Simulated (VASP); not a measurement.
A run of VASP 6.6.1 is set up as follows.

File INCAR:

```
ALGO = Normal ; EDIFF = 1E-6
ENCUT = 520 ; ISIF = 2
ISMEAR = 0 ; LASPH = T
LCHARG = T ; LELF = T
LREAL = F ; LVHAR = T
LWAVE = F ; NBANDS = 16
NELM = 60 ; PREC = Accurate
SIGMA = 0.01
```

KPOINTS

```
k-points
0
Gamma
  8 8 8
```

POSCAR

```
GaP
1.0
    2.6822086248      2.6822086248      0.0000000000
   -2.6822086248      2.6822086248      0.0000000000
    0.0000000000      2.6822086248      2.7067116342
Ga P
1 1
Direct
    0.0000000000      0.0000000000      0.0000000000
    0.7500000000      0.2500000000      0.5000000000
```

Potentials or basis: VASP PAW LDA potentials, release 64 (Ga_d, P).

Command:

```sh
$ cat potpaw_LDA.64/Ga_d/POTCAR potpaw_LDA.64/P/POTCAR > POTCAR
$ mpirun -np 1 vasp_std > vasp.out
```

(1) What does it give for the band gap on the k mesh?

(2) What does it give for the pressure?

## Answers

(1) 1.38 eV, indirect (least direct gap 1.94 eV).

(2) 0.6 GPa.

Caveat: the cell differs from its parent crystal (film at in-plane strain -0.005).
